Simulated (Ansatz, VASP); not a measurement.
## BaTaH5 in VASP and in Ansatz

Contents of INCAR:

```
SYSTEM = BaTaH5
PREC     = Accurate       ! precision mode
ENCUT    = 600            ! plane-wave cutoff, eV
EDIFF    = 1E-6           ! SCF threshold, eV
ISMEAR   = 0              ! smearing method
SIGMA    = 0.1            ! smearing width, eV
LREAL    = .FALSE.        ! projectors in reciprocal space
LASPH    = .TRUE.         ! aspherical terms in the spheres
NELM     = 100            ! most SCF steps
ALGO     = Normal         ! electronic algorithm
ISIF     = 3              ! what is computed and relaxed
LWAVE    = .FALSE.        ! write WAVECAR
LCHARG   = .FALSE.        ! write CHGCAR
GGA      = PE             ! functional
IBRION   = 2              ! ionic algorithm
NSW      = 90             ! ionic steps
EDIFFG   = -0.04          ! ionic threshold
```

KPOINTS

```
regular mesh
0
G
  6 6 4
  0 0 0
```

POSCAR

```
BaTaH5
1.0
    3.3697348577      0.0000000000      0.0000000000
    0.0000000000      3.3697348577      0.0000000000
    0.0000000000      0.0000000000      6.9220690857
Ba Ta H
1 1 5
Direct
    0.0000000000      0.0000000000      0.0000000000
    0.0000000000      0.0000000000      0.5000000000
    0.5000000000      0.5000000000      0.0000000000
    0.5000000000      0.0000000000      0.6588910455
    0.0000000000      0.5000000000      0.6588910455
    0.5000000000      0.0000000000      0.3411089545
    0.0000000000      0.5000000000      0.3411089545
```

Input for Ansatz:

```yaml
crystal:
  lattice:
    - [3.3697348577, 0.0, 0.0]
    - [0.0, 3.3697348577, 0.0]
    - [0.0, 0.0, 6.9220690857]
  atoms:
    - { symbol: Ba, position: [0.0, 0.0, 0.0] }
    - { symbol: Ta, position: [0.0, 0.0, 0.5] }
    - { symbol: H, position: [0.5, 0.5, 0.0] }
    - { symbol: H, position: [0.5, 0.0, 0.6588910455] }
    - { symbol: H, position: [0.0, 0.5, 0.6588910455] }
    - { symbol: H, position: [0.5, 0.0, 0.3411089545] }
    - { symbol: H, position: [0.0, 0.5, 0.3411089545] }
basis:
  ecutwfc: 420
kpoints:
  mp_grid: { grid: [6, 6, 4] }
hamiltonian:
  xc: pbe
scf:
  occupations: { method: gaussian, width: 0.1 }
  lower_state_search: "off"
output:
  forces: true
  stress: true
  eigenvalues: true
relax:
  adjacent_minimum: "off"
  f_tol: 0.04
  max_steps: 70
  cell: { stress_tol: 0.4 }
```

Change from the starting cell: species swapped into the PrIn5Ir type (P4/mmm, No. 123).

Alike in both runs: task relaxation of cell and atoms; functional PBE; k mesh 6 × 6 × 4; occupations gaussian, width 0.1 eV; no spin polarisation.

```csv
,VASP,Ansatz
version,VASP 6.6.1,Ansatz 0.2.0
potentials or method,"VASP PAW PBE potentials, release 64 (Ba_sv, Ta_pv, H), cutoff 600 eV","scalar-relativistic, plane waves, PAW"
valence electrons in the cell,26,28
```

Ansatz gave:

* gap on the k mesh at the Fermi level, each at its own relaxed structure (eV): none
* relaxed volume (Å³/atom): 11.23
* relaxed cell length with the largest relative difference (Å): 3.361

Estimate VASP's values.

gap on the k mesh at the Fermi level, each at its own relaxed structure (eV): none; relaxed volume (Å³/atom): 11.36; relaxed cell length with the largest relative difference (Å): 3.383.

A gap of «none» marks a metal or a gap that the smearing closes. VASP's potentials hold 26 valence electrons a cell and Ansatz's 28, so a difference there can come from the potentials and not from the codes.

Spin-orbit coupling is off throughout.
